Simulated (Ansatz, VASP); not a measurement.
WC: VASP beside Ansatz

File INCAR:

```
PREC = Accurate ; ENCUT = 520
EDIFF = 1E-7 ; ISMEAR = 0
SIGMA = 0.15 ; LREAL = False
LASPH = True ; NELM = 60
ALGO = Normal ; ISIF = 2
LWAVE = False ; LCHARG = False
GGA = PS ; NBANDS = 16
```

The input KPOINTS:

```
regular mesh
0
Gamma
  20 20 20
```

POSCAR

```
WC
1.0
    0.0000000000      2.1573119436      2.2651775408
    2.1573119436      0.0000000000      2.2651775408
    2.1573119436      2.1573119436      0.0000000000
W C
1 1
Direct
    0.0000000000      0.0000000000      0.0000000000
    0.5000000000      0.5000000000      0.5000000000
```

Input for Ansatz:

```yaml
crystal:
  lattice:
    - [0.0, 2.1573119436, 2.2651775408]
    - [2.1573119436, 0.0, 2.2651775408]
    - [2.1573119436, 2.1573119436, 0.0]
  atoms:
    - { symbol: W, position: [0.0, 0.0, 0.0] }
    - { symbol: C, position: [0.5, 0.5, 0.5] }
basis:
  ecutwfc: 420
kpoints:
  mp_grid: { grid: [20, 20, 20] }
hamiltonian:
  xc: pbesol
scf:
  occupations: { method: gaussian, width: 0.15 }
output:
  forces: true
  stress: true
  eigenvalues: true
```

Alike in both runs: task single point; functional PBEsol; k mesh 20 × 20 × 20; occupations gaussian, width 0.15 eV; no spin polarisation.

|  | VASP | Ansatz |
| --- | --- | --- |
| version | VASP 6.6.1 | Ansatz 0.2.0 |
| potentials or method | VASP PAW PBE potentials, release 64 (W_sv, C), cutoff 520 eV | scalar-relativistic, plane waves, PAW |
| valence electrons in the cell | 18 | 18 |

|  | VASP | Ansatz | Ansatz less VASP |
| --- | --- | --- | --- |
| gap on the k mesh at the Fermi level (eV) | none | none | - |
| pressure (GPa) | -7.2 | -8.2 | -1.00 |
| traceless stress, the component that is largest in VASP (GPa) | -15.70 | -15.59 | +0.113 |

VASP's potentials were made for PBE, not for PBEsol. A gap of «none» marks a metal or a gap that the smearing closes. The functional is the same, so the differences come from potentials, cutoffs and numerics.

Spin-orbit coupling is off throughout.
